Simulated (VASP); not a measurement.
Gd, 1 atom in the cell. It takes space group Im-3m (No. 229, cubic). The conventional cell has a = 4.050 Å, b = 4.050 Å, c = 4.050 Å, α = 90.00°, β = 90.00°, γ = 90.00°. Gd (site symmetry m-3m) has 14 Gd at 3.51 to 4.05 Å within 4.6 Å. 

| Item | Value |
| --- | --- |
| Program | VASP 6.6.1 |
| Task | density of states |
| Functional | PBE |
| Potentials or basis | VASP PAW PBE potentials, release 64 (Gd) |
| Cutoff | 520 eV |
| k mesh | 14 × 14 × 14 |
| Occupations | fermi-dirac, width 0.08 eV |
| Spin | collinear spin, ferromagnetic start |
| Starting moments | [7.0] μB |
| Dipole correction | no |
| k mesh for the DOS | 21 × 21 × 21 |
| Occupations for the DOS | tetrahedron |
| Further INCAR settings | ALGO = Normal; EDIFF = 1e-06 |

Potentials or basis: VASP PAW PBE potentials, release 64 (Gd).

The run is started by

```sh
$ cat potpaw_PBE.64/Gd/POTCAR > POTCAR
$ cp INCAR.step1 INCAR
$ cp KPOINTS.step1 KPOINTS
$ mpirun -np 1 vasp_std > vasp.out
$ cp INCAR.step2 INCAR
$ cp KPOINTS.step2 KPOINTS
$ mpirun -np 1 vasp_std > vasp.out
```

Hardware: 1 thread of Intel(R) Xeon(R) 6975P-C (Granite Rapids), with other jobs on the host.

Estimate the wall time of this run.

Wall time 5.3 min on 1 thread of Intel(R) Xeon(R) 6975P-C (Granite Rapids), on a shared host, peak memory 0.43 GiB. Counts: k points 286.
